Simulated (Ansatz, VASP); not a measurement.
**Si3C: VASP beside Ansatz**

```
Si C
1.0
     2.75052    0.00000    0.00000
     0.00000    2.75052    0.00000
     0.00000    0.00000    6.15130
Si C
3 1
Direct
  0.50000 0.50000 0.19122
  0.00000 0.00000 0.50000
  0.50000 0.50000 0.80878
  0.00000 0.00000 0.00000
```

Alike in both runs: functional PBE; k mesh 18 × 18 × 8; occupations gaussian, width 0.1 eV; no spin polarisation.

Ansatz relaxed the structure, and its values are those at the end. VASP's run is a single point on that final structure, the one shown.

```csv
,VASP,Ansatz
version,VASP 6.6.1,Ansatz 0.2.0
potentials or method,"VASP PAW PBE potentials, release 64 (Si, C), cutoff 520 eV","scalar-relativistic, plane waves, PAW"
valence electrons in the cell,16,16
```

```csv
,VASP,Ansatz,Ansatz less VASP
gap on the k mesh at the Fermi level (eV),none,none,-
pressure (GPa),0.0,0.0,-0.01
```

A gap of «none» marks a metal or a gap that the smearing closes. With one functional, cell and mesh, what is left measures potentials, basis and numerics.
